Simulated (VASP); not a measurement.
A run of VASP 6.6.1 is set up as follows.

Contents of INCAR:

```
SYSTEM = Bi
  PREC = Accurate
  ENCUT = 520
  EDIFF = 1E-6
  ISMEAR = 0
  SIGMA = 0.15
  LREAL = .FALSE.
  LASPH = .TRUE.
  NELM = 60
  ALGO = Fast
  ISIF = 2
  LWAVE = .FALSE.
  LCHARG = .FALSE.
  GGA = PS
  IVDW = 12
  NBANDS = 14
```

Contents of KPOINTS:

```
Automatic mesh
0
G
  18 18 18
  0 0 0
```

POSCAR

```
Bi
1.0
   -1.9012195343      1.9012195343      2.0487541702
    1.9012195343     -1.9012195343      2.0487541702
    1.9012195343      1.9012195343     -2.0487541702
Bi
1
Direct
    0.0000000000      0.0000000000      0.0000000000
```

Potentials or basis: VASP PAW PBE potentials, release 64 (Bi_d).

Run with:

```console
$ cat potpaw_PBE.64/Bi_d/POTCAR > POTCAR
$ mpirun -np 1 vasp_std > vasp.out
```

Question: Estimate the pressure.

Answer: -2.2 GPa.

Question: What does it give for the dispersion energy per atom?

Answer: -0.551 eV.

Stress tensor (GPa, compression positive):
```
-1.93  0.00  0.00
 0.00 -1.93  0.00
 0.00  0.00 -2.88
```

Caveat: the PAW data sets were made with another functional, which shifts forces and pressure a little.
